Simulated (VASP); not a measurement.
Crystal: InP.

```
In P
1.0
     2.93050    2.93050    0.00000
    -2.93050    2.93050    0.00000
     0.00000    2.93050    2.93050
In P
1 1
Direct
  0.00000 0.00000 0.00000
  0.75000 0.25000 0.50000
```

```yaml
Program: VASP 6.6.1
Task: relaxation of cell and atoms
Functional: r2SCAN
Potentials_or_basis: VASP PAW PBE potentials, release 64 (In_d, P)
Cutoff: 600 eV
k_mesh: 12 × 12 × 12
Occupations: fermi-dirac, width 0.08 eV
Spin: no spin polarisation
```

At the start: pressure 1.6 GPa; volume 25.17 Å³/atom.

Task: Where does the relaxation end?

Result: Over 3 steps the energy falls by 2.8 meV/atom and the volume is 25.73 Å³/atom (+2.3 %); space group F-43m (No. 216, to 0.05 Å).

Step by step:
```csv
step,energy change (eV),largest force (eV/Å),pressure (GPa),volume (Å³)
1,0.0000,0.0000,1.59,50.33
2,-0.0035,0.0000,-0.86,52.18
3,-0.0056,0.0000,0.01,51.47
```

Final structure:
```yaml
crystal:
  lattice:
    - [2.95233, 2.95233, 0.00000]
    - [-2.95233, 2.95233, 0.00000]
    - [0.00000, 2.95233, 2.95233]
  atoms:
    - { symbol: In, position: [0.00000, 0.00000, 0.00000] }
    - { symbol: P, position: [0.75000, 0.25000, 0.50000] }
```

Caveat: the PAW data sets were made with another functional, which shifts forces and pressure a little.
